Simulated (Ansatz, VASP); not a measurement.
# One calculation of ZnS, two programs

```
Zn S
1.0
     3.78468    0.00000    0.00000
    -1.89234    3.27763    0.00000
     0.00000    0.00000   12.39269
Zn S
4 4
Direct
  0.00000 0.00000 0.00014
  0.00000 0.00000 0.50014
  0.33333 0.66667 0.25007
  0.66667 0.33333 0.75007
  0.00000 0.00000 0.18722
  0.00000 0.00000 0.68722
  0.33333 0.66667 0.43757
  0.66667 0.33333 0.93757
```

Alike in both runs: functional PBEsol; k mesh 12 × 12 × 4; occupations gaussian, width 0.02 eV; no spin polarisation.

Ansatz relaxed the structure, and its values are those at the end. VASP's run is a single point on that final structure, the one shown.

```csv
,VASP,Ansatz
version,VASP 6.6.1,Ansatz 0.2.0
potentials or method,"VASP PAW PBE potentials, release 64 (Zn, S), cutoff 520 eV","scalar-relativistic, plane waves, PAW"
valence electrons in the cell,72,72
```

|  | VASP | Ansatz | Ansatz less VASP |
| --- | --- | --- | --- |
| gap on the k mesh at the Fermi level (eV) | 2.13 | 2.12 | -0.007 |
| least direct gap on the mesh (eV) | 2.13 | 2.12 | -0.007 |
| pressure (GPa) | 0.2 | 0.0 | -0.17 |

VASP's potentials were made for PBE, not for PBEsol.
